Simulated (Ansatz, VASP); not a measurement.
**Two plane-wave programs on PbS**

Contents of INCAR:

```
PREC = Accurate ; ENCUT = 520
EDIFF = 1E-8 ; ISMEAR = -1
SIGMA = 0.01 ; LREAL = F
LASPH = T ; NELM = 60
ALGO = Normal ; ISIF = 2
LWAVE = F ; LCHARG = F
GGA = PE ; LEFG = T
NBANDS = 17
```

KPOINTS

```
regular mesh
0
Gamma
  8 8 8
```

File POSCAR:

```
PbS
1.0
    0.0000000000      2.9946500000      2.9650000000
    2.9946500000      0.0000000000      2.9650000000
    2.9946500000      2.9946500000      0.0000000000
Pb S
1 1
Direct
    0.0000000000      0.0000000000      0.0000000000
    0.5000000000      0.5000000000      0.5000000000
```

Input for Ansatz:

```yaml
crystal:
  lattice:
    - [0.0, 2.99465, 2.965]
    - [2.99465, 0.0, 2.965]
    - [2.99465, 2.99465, 0.0]
  atoms:
    - { symbol: Pb, position: [0.0, 0.0, 0.0] }
    - { symbol: S, position: [0.5, 0.5, 0.5] }
kpoints:
  mp_grid: { grid: [8, 8, 8] }
scf:
  occupations: { method: fermi_dirac, width: 0.01 }
hamiltonian:
  xc: pbe
  pseudopotentials: { kind: paw }
output:
  forces: true
  stress: true
  eigenvalues: true
  efg: { contact_densities: true }
  write_density: true
  write_potential: true
  elf: true
  volumetric_format: npy
```

Change from the starting cell: equal xx and yy strain of +1 %, PAW files.

Alike in both runs: task electric field gradients; functional PBE; k mesh 8 × 8 × 8; occupations fermi-dirac, width 0.01 eV; no spin polarisation.

|  | VASP | Ansatz |
| --- | --- | --- |
| version | VASP 6.6.1 | Ansatz 0.2.0 |
| potentials or method | VASP PAW PBE potentials, release 64 (Pb_d, S) | PAW with Ansatz's default frozen-core files, scalar-relativistic |
| plane-wave cutoff (eV) | 520 | 420 |
| valence electrons in the cell | 20 | 20 |

```csv
,VASP,Ansatz,Ansatz less VASP
gap on the k mesh at the Fermi level (eV),0.43,0.42,-0.007
pressure (GPa),1.0,1.1,+0.07
"traceless stress, the component that is largest in VASP (GPa)",0.81,0.81,-0.001
size of Vzz on the site where it differs most (V/Å²),28.9,31.1,+2.22
```

With one functional, cell and mesh, what is left measures potentials, basis and numerics.

Neither program's run includes spin-orbit coupling.
